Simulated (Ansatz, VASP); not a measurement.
## One calculation of ZnAg2, two programs

The input INCAR:

```
ALGO = Normal
EDIFF = 1E-6
ENCUT = 520
GGA = PE
ISIF = 2
ISMEAR = 0
LASPH = True
LCHARG = False
LREAL = False
LWAVE = False
NBANDS = 43
NELM = 60
PREC = Accurate
SIGMA = 0.1
```

KPOINTS

```
k-points
0
Gamma
  4 4 4
```

File POSCAR:

```
ZnAg2
1.0
    0.0000000000      3.7712277004      3.7712277004
    3.7712277004      0.0000000000      3.7712277004
    3.7712277004      3.7712277004      0.0000000000
Zn Ag
2 4
Direct
    0.0000000000      0.0000000000      0.0000000000
    0.2500000000      0.2500000000      0.2500000000
    0.6250000000      0.6250000000      0.6250000000
    0.1250000000      0.6250000000      0.6250000000
    0.6250000000      0.6250000000      0.1250000000
    0.6250000000      0.1250000000      0.6250000000
```

Input for Ansatz:

```yaml
crystal:
  lattice:
    - [0.0, 3.7712277004, 3.7712277004]
    - [3.7712277004, 0.0, 3.7712277004]
    - [3.7712277004, 3.7712277004, 0.0]
  atoms:
    - { symbol: Zn, position: [0.0, 0.0, 0.0] }
    - { symbol: Zn, position: [0.25, 0.25, 0.25] }
    - { symbol: Ag, position: [0.625, 0.625, 0.625] }
    - { symbol: Ag, position: [0.125, 0.625, 0.625] }
    - { symbol: Ag, position: [0.625, 0.625, 0.125] }
    - { symbol: Ag, position: [0.625, 0.125, 0.625] }
basis:
  ecutwfc: 420
kpoints:
  mp_grid: { grid: [4, 4, 4] }
hamiltonian:
  xc: pbe
scf:
  occupations: { method: gaussian, width: 0.1 }
  lower_state_search: "off"
output:
  forces: true
  stress: true
  eigenvalues: true
```

Alike in both runs: task single point; functional PBE; k mesh 4 × 4 × 4; occupations gaussian, width 0.1 eV; no spin polarisation.

|  | VASP | Ansatz |
| --- | --- | --- |
| version | VASP 6.6.1 | Ansatz 0.2.0 |
| potentials or method | VASP PAW PBE potentials, release 64 (Zn, Ag), cutoff 520 eV | scalar-relativistic, plane waves, PAW |
| valence electrons in the cell | 68 | 100 |

|  | VASP | Ansatz | Ansatz less VASP |
| --- | --- | --- | --- |
| gap on the k mesh at the Fermi level (eV) | none | none | - |
| pressure (GPa) | 6.3 | 6.5 | +0.18 |

A gap of «none» marks a metal or a gap that the smearing closes. VASP's potentials hold 68 valence electrons a cell and Ansatz's 100, so a difference there can come from the potentials and not from the codes.

The k mesh is coarse, so the values compare programs but aren't converged.
